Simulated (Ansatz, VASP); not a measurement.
# Two plane-wave programs on CdTe

File INCAR:

```
  ALGO = Normal
  EDIFF = 1E-6
  ENCUT = 520
  GGA = PE
  ISIF = 2
  ISMEAR = -1
  LASPH = T
  LCHARG = T
  LELF = T
  LREAL = F
  LVHAR = T
  LWAVE = F
  NBANDS = 16
  NELM = 100
  PREC = Accurate
  SIGMA = 0.02
```

File KPOINTS:

```
k-points
0
Gamma
  6 6 6
```

POSCAR

```
CdTe
1.0
    0.0000000000      3.4763673298      3.2799012452
    3.4763673298      0.0000000000      3.2799012452
    3.4763673298      3.4763673298      0.0000000000
Cd Te
1 1
Direct
    0.0000000000      0.0000000000      0.0000000000
    0.2500000000      0.2500000000      0.2500000000
```

Input for Ansatz:

```yaml
crystal:
  lattice:
    - [0.0, 3.4763673298, 3.2799012452]
    - [3.4763673298, 0.0, 3.2799012452]
    - [3.4763673298, 3.4763673298, 0.0]
  atoms:
    - { symbol: Cd, position: [0.0, 0.0, 0.0] }
    - { symbol: Te, position: [0.25, 0.25, 0.25] }
kpoints:
  mp_grid: { grid: [6, 6, 6] }
  band_path:
    path:
      - [0.0, 0.0, 0.0]
      - [-0.5, -0.5, 0.0]
      - [-0.375, -0.375, 0.25]
      - [-0.375, 0.0, 0.375]
      - [0.0, 0.0, 0.5]
      - [-0.5, -0.25, 0.25]
    npoints: 1
hamiltonian:
  xc: pbe
scf:
  occupations: { method: fermi_dirac, width: 0.02 }
  n_extra_bands: 4
output:
  forces: true
  stress: true
  eigenvalues: true
  write_density: true
  write_potential: true
  elf: true
  volumetric_format: npy
```

Change from the starting cell: biaxial_xy strain +6.0%.

Alike in both runs: task single point; functional PBE; k mesh 6 × 6 × 6; occupations fermi-dirac, width 0.02 eV; no spin polarisation.

|  | VASP | Ansatz |
| --- | --- | --- |
| version | VASP 6.6.1 | Ansatz 0.2.0 |
| potentials or method | VASP PAW PBE potentials, release 64 (Cd, Te) | plane waves, PAW |
| plane-wave cutoff (eV) | 520 | 420 |
| valence electrons in the cell | 18 | 36 |

|  | VASP | Ansatz | Ansatz less VASP |
| --- | --- | --- | --- |
| pressure (GPa) | -2.5 | -2.6 | -0.08 |
| traceless stress, the component that is largest in VASP (GPa) | 0.64 | 0.64 | +0.003 |

VASP's potentials hold 18 valence electrons a cell and Ansatz's 36, so a difference there can come from the potentials and not from the codes.

Spin-orbit coupling is off throughout.
